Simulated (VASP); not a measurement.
## TiTe2: vibrations by perturbation theory with PBEsol

TiTe2:

```
CELL_PARAMETERS angstrom
3.77700 0.00000 0.00000
-1.88850 3.27098 0.00000
0.00000 0.00000 6.49800
ATOMIC_POSITIONS crystal
Te 0.33333 0.66667 0.73720
Te 0.66667 0.33333 0.26280
Ti 0.00000 0.00000 0.00000
```

```yaml
Program: VASP 6.6.1
Task: vibrations by perturbation theory
Functional: PBEsol
Potentials_or_basis: VASP PAW PBE potentials, release 64 (Te, Ti_sv)
Cutoff: 520 eV
k_mesh: 6 × 6 × 3
Occupations: fermi-dirac, width 0.05 eV
Spin: no spin polarisation
Dipole_correction: no
Further_INCAR_settings: ALGO = Normal; EDIFF = 1e-08; IBRION = 8; NSW = 1
```

```
Highest phonon frequency at Γ, LO-TO splitting left out : 279 cm⁻¹
```

Phonon frequencies in cm⁻¹ (negative: imaginary):
```tsv
q point	frequencies
(0.000, 0.000, 0.000)	0 0 0 96 96 138 189 189 279
```

Wall time 4.9 min on 1 thread of AMD EPYC 9R14 (Zen 4), with other jobs on the host, peak memory 0.3 GiB.

Caveat: the cell wasn't relaxed at this level first, which shifts response properties.
